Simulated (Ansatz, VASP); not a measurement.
**Si: VASP beside Ansatz**

```
Si
1.0
     0.00000    2.71850    2.71850
     2.71850    0.00000    2.71850
     2.71850    2.71850    0.00000
Si
2
Cartesian
  2.7185 2.7185 2.7185
  4.0777 4.0777 4.0777
```

Alike in both runs: task single point; functional LDA; k mesh 6 × 6 × 6; occupations gaussian, width 0.1 eV; no spin polarisation.

|  | VASP | Ansatz |
| --- | --- | --- |
| version | VASP 6.6.1 | Ansatz 0.2.0 |
| potentials or method | VASP PAW LDA potentials, release 64 (Si), cutoff 520 eV | scalar-relativistic, plane waves, PAW |
| valence electrons in the cell | 8 | 8 |

```tsv
	VASP	Ansatz	Ansatz less VASP
gap on the k mesh at the Fermi level (eV)	0.60	0.61	+0.003
least direct gap on the mesh (eV)	2.52	2.52	+0.002
pressure (GPa)	-1.7	-1.7	-0.05
```

Ansatz warns that its potentials were made for another functional, while VASP's fit it. LDA's correlation is that of Perdew and Zunger in VASP and of Perdew and Wang (1992) in Ansatz.
